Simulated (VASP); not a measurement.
# Bi2Te3 (R3m) in VASP: a series of runs, part 2 of 2

VASP 6.6.1. The steps go on from the part before.

## 4. Electric field gradients, LDA (32.27 Å³/atom)

This run uses another cell than the first one, of 32.27 Å³/atom.

File INCAR:

```
ALGO = Normal ; EDIFF = 1E-8
ENCUT = 520 ; ISIF = 2
ISMEAR = -1 ; LASPH = True
LCHARG = False ; LEFG = True
LREAL = False ; LWAVE = False
NBANDS = 32 ; NELM = 60
PREC = Accurate ; SIGMA = 0.08
```

File KPOINTS:

```
k-points
0
Gamma
  8 8 8
```

File POSCAR:

```
Bi2Te3
1.0
    2.1786529834      1.2578458864      9.8122390614
   -2.1786529834      1.2578458864      9.8122390614
    0.0000000000     -2.5156917729      9.8122390614
Bi Te
2 3
Direct
    0.8120000000      0.8120000000      0.8120000000
    0.4020000000      0.4020000000      0.4020000000
    0.6110000000      0.6110000000      0.6110000000
    0.2000000000      0.2000000000      0.2000000000
    0.0000000000      0.0000000000      0.0000000000
```

Potentials or basis: VASP PAW LDA potentials, release 64 (Bi_d, Te).

Launch:

```console
cat potpaw_LDA.64/Bi_d/POTCAR potpaw_LDA.64/Te/POTCAR > POTCAR
mpirun -np 1 vasp_std > vasp.out
```

OUTCAR:

```text
EDIFF = 1E-8
   ENCUT = 520
   ISIF = 2
   ISMEAR = -1
   LASPH = True
   LREAL = False
   NELM = 60
   PREC = Accurate

 ion  position               nearest neighbor table
   1  0.812  0.812  0.812-   4 2.99   4 2.99   4 2.99   2 3.38   2 3.38   2 3.38
   2  0.402  0.402  0.402-   5 3.23   5 3.23   5 3.23   1 3.38   1 3.38   1 3.38
   3  0.611  0.611  0.611-   5 3.00   5 3.00   5 3.00   4 3.40   4 3.40   4 3.40
   4  0.200  0.200  0.200-   1 2.99   1 2.99   1 2.99   3 3.40   3 3.40   3 3.40
   5  0.000  0.000  0.000-   3 3.00   3 3.00   3 3.00   2 3.23   2 3.23   2 3.23

  LATTYP: Found a trigonal (rhomboedric) cell.
 ALAT       =    10.1295972523
 COS(alpha) =     0.9074829532

  Lattice vectors:

[... 1073 lines left out ...]
   2      -3.304    -3.304     6.607     0.000     0.000     0.000
   3      -3.827    -3.827     7.655    -0.000    -0.000     0.000
   4      -6.883    -6.883    13.766    -0.000    -0.000     0.000
   5     -11.385   -11.385    22.770     0.000    -0.000     0.000
---------------------------------------------------------------------

 Electric field gradients after diagonalization (V/A^2)
 (convention: |V_zz| > |V_xx| > |V_yy|)
----------------------------------------------------------------------
 ion       V_xx      V_yy      V_zz     asymmetry (V_yy - V_xx)/ V_zz
----------------------------------------------------------------------
   1      21.806    21.806   -43.613       0.000
   2      -3.304    -3.304     6.607       0.000
   3      -3.827    -3.827     7.655       0.000
   4      -6.883    -6.883    13.766       0.000
   5     -11.385   -11.385    22.770       0.000
----------------------------------------------------------------------

           NMR quadrupolar parameters

 Cq : quadrupolar parameter    Cq=e*Q*V_zz/h
 eta: asymmetry parameters     (V_yy - V_xx)/ V_zz
 Q  : nuclear electric quadrupole moment in mb (millibarn)
----------------------------------------------------------------------
 ion       Cq(MHz)       eta       Q (mb)
----------------------------------------------------------------------
   1      -0.105       0.000       1.000
   2       0.016       0.000       1.000
   3       0.019       0.000       1.000
   4       0.033       0.000       1.000
   5       0.055       0.000       1.000
----------------------------------------------------------------------
```

OSZICAR:

```text
N       E                     dE             d eps       ncg     rms          rms(c)
DAV:   1     0.441103310399E+03    0.44110E+03   -0.21702E+04  4160   0.147E+03
DAV:   2     0.268941040450E+02   -0.41421E+03   -0.39821E+03  4328   0.384E+02
DAV:   3    -0.183077760666E+02   -0.45202E+02   -0.43184E+02  5328   0.139E+02
DAV:   4    -0.202765716815E+02   -0.19688E+01   -0.19544E+01  4752   0.309E+01
DAV:   5    -0.203714945266E+02   -0.94923E-01   -0.94910E-01  6176   0.677E+00    0.139E+01
DAV:   6    -0.202976979886E+02    0.73797E-01   -0.81246E-02  4968   0.566E+00    0.877E+00
DAV:   7    -0.202939344750E+02    0.37635E-02   -0.77642E-02  5048   0.193E+00    0.686E-01
DAV:   8    -0.202910585743E+02    0.28759E-02   -0.84592E-03  4752   0.798E-01    0.487E-01
DAV:   9    -0.202908038845E+02    0.25469E-03   -0.21733E-03  4856   0.322E-01    0.305E-01
DAV:  10    -0.202907123084E+02    0.91576E-04   -0.57808E-04  5168   0.206E-01    0.760E-02
DAV:  11    -0.202907137719E+02   -0.14636E-05   -0.61895E-05  5352   0.428E-02    0.203E-02
DAV:  12    -0.202907132533E+02    0.51868E-06   -0.44626E-06  5032   0.142E-02    0.160E-02
DAV:  13    -0.202907128952E+02    0.35810E-06   -0.27509E-06  4856   0.122E-02    0.341E-03
DAV:  14    -0.202907129154E+02   -0.20283E-07   -0.29127E-07  4656   0.294E-03    0.171E-03
DAV:  15    -0.202907129073E+02    0.80900E-08   -0.45646E-08  4464   0.152E-03
   1 F= -.20290713E+02 E0= -.20274326E+02  d E =-.327733E-01
```

Run time: 48 min. Hardware: 1 thread of Oxide Virtual Turin-like, shared host; peak memory 0.79 GiB.

What came out:

- Free energy: -20.2907 eV
- Pressure: 0.3 GPa
- Largest force: 1.296 eV/Å
- Band gap on the k mesh: zero (bands 24 and 25 overlap by 0.19 eV)
- Largest electric field gradient by atom: Bi -43.6, +6.6; Te +7.7, +13.8, +22.8 V/Å²

Forces in eV/Å, atoms in the order of the input:
```
Bi   0.000  0.000 -0.988
Bi   0.000  0.000 -0.401
Te   0.000  0.000 -0.840
Te   0.000  0.000  0.933
Te   0.000  0.000  1.296
```

Electric field gradients, principal values (V/Å²):
| atom | least | middle | greatest (by size) |
| --- | --- | --- | --- |
| 1 Bi | 21.806 | 21.806 | -43.613 |
| 2 Bi | -3.304 | -3.304 | 6.607 |
| 3 Te | -3.827 | -3.827 | 7.655 |
| 4 Te | -6.883 | -6.883 | 13.766 |
| 5 Te | -11.385 | -11.385 | 22.770 |

Caveat: without QUAD_EFG the Cq values of the log hold for a quadrupole moment of 1 mb, not for the nuclei; spin-orbit coupling is left out, which moves the levels of the heavy elements; forces of over 1 eV/Å act on the atoms, so gaps and moduli don't describe the material at rest.

## 5. Overview

```tsv
cell	gap on the mesh (eV)	pressure (GPa)	largest force (eV/Å)
a = 10.059 Å, angles 24.8°, 5 atoms	none	1.6	1.37
a = 10.199 Å, angles 24.8°, 5 atoms	none	-0.8	1.23
a = 10.130 Å, angles 24.8°, 5 atoms	none	0.3	1.30
```

Alike in all rows: task electric field gradients; level LDA; potentials or basis VASP PAW LDA potentials, release 64 (Bi_d, Te); no spin polarisation; k mesh 8 × 8 × 8; cutoff (eV) 520; smearing fermi-dirac 0.08 eV.

Caveats: spin-orbit coupling is left out, which moves the levels of the heavy elements; forces of over 1 eV/Å act on the atoms, so gaps and moduli don't describe the material at rest.

Total energies depend on the potentials used, so only differences within one code and one set of settings carry meaning.
